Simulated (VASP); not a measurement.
Set up this calculation in VASP 6.6.1, as the native input.

```
Task                   : single point
Functional             : r2SCAN
Potentials or basis    : VASP PAW PBE potentials, release 64 (Al)
Cutoff                 : 520 eV
k mesh                 : 18 × 18 × 18
Occupations            : gaussian, width 0.05 eV
Spin                   : no spin polarisation
Dipole correction      : no
Further INCAR settings : ALGO = Normal; EDIFF = 1e-06; NBANDS = 8
```

Crystal: Al.

```
Al
1.0
     0.00000    2.02190    2.02190
     2.02190    0.00000    2.02190
     2.02190    2.02190    0.00000
Al
1
Direct
  0.00000 0.00000 0.00000
```

This cell differs from its parent crystal: volume scaled by 1.040.

These files were run (other wordings do the same):

POSCAR

```
Al
1.0
    0.0000000000      2.0219049733      2.0219049733
    2.0219049733      0.0000000000      2.0219049733
    2.0219049733      2.0219049733      0.0000000000
Al
1
Direct
    0.0000000000      0.0000000000      0.0000000000
```

INCAR.step1

```
SYSTEM = Al
  PREC = Accurate
  ENCUT = 520
  ISMEAR = 0
  SIGMA = 0.05
  LREAL = .FALSE.
  LASPH = .TRUE.
  NELM = 60
  NBANDS = 8
  GGA = PE
  ALGO = Normal
  EDIFF = 1E-4
  LWAVE = .TRUE.
  LCHARG = .FALSE.
```

INCAR.step2

```
SYSTEM = Al
  PREC = Accurate
  ENCUT = 520
  EDIFF = 1E-6
  ISMEAR = 0
  SIGMA = 0.05
  LREAL = .FALSE.
  LASPH = .TRUE.
  NELM = 60
  ALGO = Normal
  ISIF = 2
  LWAVE = .FALSE.
  LCHARG = .TRUE.
  METAGGA = R2SCAN
  LMIXTAU = .TRUE.
  LELF = .TRUE.
  LVHAR = .TRUE.
  NBANDS = 8
  ISTART = 1
```

KPOINTS

```
Automatic mesh
0
G
  18 18 18
  0 0 0
```

Potentials or basis: VASP PAW PBE potentials, release 64 (Al).

Run with:

```sh
$ cat potpaw_PBE.64/Al/POTCAR > POTCAR
$ cp INCAR.step1 INCAR
$ mpirun -np 1 vasp_std > vasp.out
$ cp INCAR.step2 INCAR
$ mpirun -np 1 vasp_std > vasp.out
```

Results of the run:

| Property | Result |
| --- | --- |
| Pressure | -3.6 GPa |

Caveat: the PAW data sets were made with another functional, which shifts forces and pressure a little.

Run time: 70 s on 1 thread of Intel(R) Xeon(R) Platinum 8259CL CPU @ 2.50GHz (Skylake/Cascade Lake) (shared host), peak memory 0.15 GiB.
